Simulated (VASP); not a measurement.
# Mg (Im-3m) in VASP: further runs, part 2 of 2

VASP 6.6.1. The steps go on from the part before.

**3. Electric field gradients, r2SCAN (volume scaled by 1.05)**

File POSCAR:

```
Mg
1.0
   -1.8018313759      1.8018313759      1.8018313759
    1.8018313759     -1.8018313759      1.8018313759
    1.8018313759      1.8018313759     -1.8018313759
Mg
1
Direct
    0.0000000000      0.0000000000      0.0000000000
```

File INCAR.step1:

```
SYSTEM = Mg
ALGO = Normal
EDIFF = 1E-4
ENCUT = 520
GGA = PE
ISMEAR = -1
LASPH = .True.
LCHARG = .False.
LREAL = .False.
LWAVE = .True.
NBANDS = 7
NELM = 60
PREC = Accurate
SIGMA = 0.08
```

File INCAR.step2:

```
SYSTEM = Mg
ALGO = Normal
EDIFF = 1E-8
ENCUT = 520
ISIF = 2
ISMEAR = -1
ISTART = 1
LASPH = .True.
LCHARG = .False.
LEFG = .True.
LMIXTAU = .True.
LREAL = .False.
LWAVE = .False.
METAGGA = R2SCAN
NBANDS = 7
NELM = 60
PREC = Accurate
SIGMA = 0.08
```

File KPOINTS:

```
k-points
0
Gamma
  14 14 14
  0 0 0
```

Potentials or basis: VASP PAW PBE potentials, release 64 (Mg).

The run is started by

```sh
> cat potpaw_PBE.64/Mg/POTCAR > POTCAR
> cp INCAR.step1 INCAR
> mpirun -np 1 vasp_std > vasp.out
> cp INCAR.step2 INCAR
> mpirun -np 1 vasp_std > vasp.out
```

OUTCAR:

```text
SYSTEM = Mg
   EDIFF = 1E-8
   ENCUT = 520
   ISIF = 2
   ISMEAR = -1
   ISTART = 1
   LASPH = .True.
   LREAL = .False.
   METAGGA = R2SCAN
   NELM = 60
   PREC = Accurate

 ion  position               nearest neighbor table
   1  0.000  0.000  0.000-

  LATTYP: Found a body centered cubic cell.
 ALAT       =     3.6036627518

  Lattice vectors:

 A1 = (  -1.8018313759,   1.8018313759,   1.8018313759)
 A2 = (   1.8018313759,  -1.8018313759,   1.8018313759)
 A3 = (   1.8018313759,   1.8018313759,  -1.8018313759)

Analysis of symmetry for initial positions (statically):
=====================================================================
 Subroutine PRICEL returns:
 Original cell was already a primitive cell.

 Routine SETGRP: Setting up the symmetry group for a
 body centered cubic supercell.

 Subroutine GETGRP returns: Found 48 space group operations
 (whereof 48 operations were pure point group operations)
 out of a pool of 48 trial point group operations.

The static configuration has the point symmetry O_h .

Analysis of symmetry for dynamics (positions and initial velocities):
=====================================================================
 Subroutine PRICEL returns:
 Original cell was already a primitive cell.

 Routine SETGRP: Setting up the symmetry group for a
 body centered cubic supercell.

 Subroutine GETGRP returns: Found 48 space group operations
 (whereof 48 operations were pure point group operations)
 out of a pool of 48 trial point group operations.

The dynamic configuration has the point symmetry O_h .

 Subroutine INISYM returns: Found 48 space group operations
 (whereof 48 operations are pure point group operations),
 and found     1 'primitive' translations

----------------------------------------------------------------------------------------

                                     Primitive cell

  volume of cell :      23.3993

  direct lattice vectors                    reciprocal lattice vectors
    -1.801831376  1.801831376  1.801831376     0.000000000  0.277495445  0.277495445
     1.801831376 -1.801831376  1.801831376     0.277495445  0.000000000  0.277495445
     1.801831376  1.801831376 -1.801831376     0.277495445  0.277495445  0.000000000

  length of vectors
     3.120863490  3.120863490  3.120863490     0.392437822  0.392437822  0.392437822

  position of ions in fractional coordinates (direct lattice)
     0.000000000  0.000000000  0.000000000

  ion indices of the primitive-cell ions
   primitive index   ion index
                 1           1

----------------------------------------------------------------------------------------

 KPOINTS: k-points

Automatic generation of k-mesh.
 Grid dimensions read from file:
 generate k-points for:   14   14   14

 Generating k-lattice:

  Cartesian coordinates                     Fractional coordinates (reciprocal lattice)
     0.000000000  0.019821103  0.019821103     0.071428571  0.000000000  0.000000000
[... 65 lines left out ...]
   ISIF   =      2    stress and relaxation
   ISYM   =      2    0-nonsym 1-usesym 2-fastsym
   POTIM  = 0.5000    time-step for ionic-motion
   TEBEG  =    0.0;   TEEND  =   0.0 temperature during run
   PSTRESS=    0.0 pullay stress
   NELECT =       2.0000    total number of electrons
   NUPDOWN=      -1.0000    fix difference up-down
   EMIN   =  10.00;   EMAX   =-10.00  energy-range for DOS
   EFERMI =   0.00;   METHOD = LEGACY
   ISMEAR =    -1;   SIGMA  =   0.08  broadening in eV -4-tet -1-fermi 0-gaus
   EFERMI_NEDOS =   21; number of points for ismear=-14 and -15
   IALGO  =     38    algorithm
   IMIX   =      4    mixing-type and parameters
     AMIX     =   0.40;   BMIX     =  1.00
     AMIX_MAG =   1.60;   BMIX_MAG =  1.00
  volume/ion in A,a.u.               =      23.40       157.91
  Fermi-wavevector in a.u.,A,eV,Ry     =   0.721136  1.362750  7.075540  0.520038
  Thomas-Fermi vector in A             =   1.810767
   LORBIT       =      0    0 simple, 1 ext, 2 COOP (PROOUT), +10 PAW based schemes
   METAGGA = R2SCAN    functional components
   LHFCALC =     F    Hartree Fock is set to
   AEXX    =    0.0000 exact exchange contribution
   IVDW    =     0    specifies the selected vdW correction
   LEPSILON=     F    determine dielectric tensor
   LRPA    =     F    only Hartree local field effects (RPA)
 non-spin polarized calculation
  energy-cutoff  :      520.00
  volume of cell :       23.40
 maximum number of plane-waves:       646
   NGX = 11   NGY = 11   NGZ = 11

 number of electron       2.0000000 magnetization

 Free energy of the ion-electron system (eV)
  ---------------------------------------------------
  ext. energy  EPLUGINS =         0.00000000
  ---------------------------------------------------
  free energy    TOTEN  =        -4.12019789 eV

  energy without entropy =       -4.11224451  energy(sigma->0) =       -4.11622120

 E-fermi :   2.6298     XC(G=0):  -8.9782

 val. band max:        2.6189039134   @ k =   0.3571   0.1429   0.1429
 cond. band min:       2.6555390030   @ k =  -0.4286   0.4286   0.3571
 fundamental gap:      0.0366350896
 Fermi energy:         2.6298275472

 k-point     1 :       0.0000    0.0000    0.0000
  band No.  band energies     occupation
      1      -4.7512      2.00000
      2      16.3385      0.00000
      3      16.3385      0.00000
      4      16.3385      0.00000
      5      18.4758      0.00000
      6      18.4772      0.00000
      7      18.6913      0.00000
[... 221 lines left out ...]
 k-point    24 :       0.3571    0.2857    0.0000
  band No.  band energies     occupation
      1       2.3155      1.96144
      2       2.9412      0.03997
      3       4.7569      0.00000
      4      11.2343      0.00000
      5      17.5064      0.00000
      6      18.8050      0.00000
      7      19.7982      0.00000

 [... further k-points ...]

------------------------ aborting loop because EDIFF is reached ----------------------------------------

  FORCE on cell =-STRESS in cart. coord.  units (eV):
  Direction    XX          YY          ZZ          XY          YZ          ZX
  --------------------------------------------------------------------------------------
  -------------------------------------------------------------------------------------
  Total       -0.2343185     -0.2343185     -0.2343185      0.0000000      0.0000000     -0.0000000
  in kB      -16.0440746    -16.0440746    -16.0440746      0.0000000      0.0000000     -0.0000000
  external PRESSURE =     -16.0440746 kB  Pullay stress =       0.0000000 kB

 VOLUME and BASIS-vectors are now :
 -----------------------------------------------------------------------------
  energy-cutoff  :      520.00
  volume of cell :       23.40
      direct lattice vectors                 reciprocal lattice vectors
    -1.801831376  1.801831376  1.801831376     0.000000000  0.277495445  0.277495445
     1.801831376 -1.801831376  1.801831376     0.277495445  0.000000000  0.277495445
     1.801831376  1.801831376 -1.801831376     0.277495445  0.277495445  0.000000000

 POSITION                                       TOTAL-FORCE (eV/Angst)
 -----------------------------------------------------------------------------------
      0.00000      0.00000      0.00000        -0.000000      0.000000     -0.000000
 -----------------------------------------------------------------------------------
    total drift:                                0.000000      0.000000      0.000000

  FREE ENERGIE OF THE ION-ELECTRON SYSTEM (eV)
  ---------------------------------------------------
  free  energy   TOTEN  =        -4.1201978857 eV

  energy  without entropy=       -4.1122445119  energy(sigma->0) =       -4.11622120

 Electric field gradients (V/A^2)
---------------------------------------------------------------------
 ion       V_xx      V_yy      V_zz      V_xy      V_xz      V_yz
---------------------------------------------------------------------
   1       0.000     0.000     0.000    -0.000    -0.000    -0.000
---------------------------------------------------------------------

 Electric field gradients after diagonalization (V/A^2)
 (convention: |V_zz| > |V_xx| > |V_yy|)
----------------------------------------------------------------------
 ion       V_xx      V_yy      V_zz     asymmetry (V_yy - V_xx)/ V_zz
----------------------------------------------------------------------
   1       0.000     0.000    -0.000       0.000
----------------------------------------------------------------------

           NMR quadrupolar parameters

 Cq : quadrupolar parameter    Cq=e*Q*V_zz/h
 eta: asymmetry parameters     (V_yy - V_xx)/ V_zz
 Q  : nuclear electric quadrupole moment in mb (millibarn)
----------------------------------------------------------------------
 ion       Cq(MHz)       eta       Q (mb)
----------------------------------------------------------------------
   1      -0.000       0.000       1.000
----------------------------------------------------------------------
```

OUTCAR.step1:

```text
SYSTEM = Mg
   EDIFF = 1E-4
   ENCUT = 520
   GGA = PE
   ISMEAR = -1
   LASPH = .True.
   LREAL = .False.
[... 455 lines left out ...]
 -----------------------------------------------------------------------------------
      0.00000      0.00000      0.00000        -0.000000      0.000000     -0.000000
 -----------------------------------------------------------------------------------
    total drift:                               -0.000000      0.000000      0.000000

  FREE ENERGIE OF THE ION-ELECTRON SYSTEM (eV)
  ---------------------------------------------------
  free  energy   TOTEN  =        -1.4815815637 eV

  energy  without entropy=       -1.4732205807  energy(sigma->0) =       -1.47740107
```

OSZICAR.step1:

```text
N       E                     dE             d eps       ncg     rms          rms(c)
DAV:   1    -0.932087950988E+00   -0.93209E+00   -0.77521E+02  1680   0.195E+02
DAV:   2    -0.148800276792E+01   -0.55591E+00   -0.53987E+00  1890   0.104E+01
DAV:   3    -0.148989295600E+01   -0.18902E-02   -0.18888E-02  1820   0.669E-01
DAV:   4    -0.148989634952E+01   -0.33935E-05   -0.33936E-05  2135   0.222E-02
DAV:   5    -0.148989636064E+01   -0.11116E-07   -0.10922E-07  1904   0.898E-04    0.680E-01
DAV:   6    -0.148601021317E+01    0.38861E-02   -0.33051E-04  1715   0.131E-01    0.436E-01
DAV:   7    -0.148157319462E+01    0.44370E-02   -0.15220E-03  1533   0.232E-01    0.252E-02
DAV:   8    -0.148158156370E+01   -0.83691E-05   -0.87005E-06  1477   0.183E-02
   1 F= -.14815816E+01 E0= -.14774011E+01  d E =-.836098E-02
```

Run time: 2.3 min. Hardware: 1 thread of AMD EPYC 7R43 (Zen 3), shared host; peak memory 0.11 GiB.

Results:

| Quantity | Value |
| --- | --- |
| Free energy | -4.1202 eV |
| Pressure | -1.6 GPa |
| Band gap on the k mesh | zero (band 1 reaches 6.64 eV, above the bottom of band 2 at 1.70 eV) |

Caveat: without QUAD_EFG the Cq values of the log hold for a quadrupole moment of 1 mb, not for the nuclei; the PAW data sets were made with another functional, which shifts forces and pressure a little.
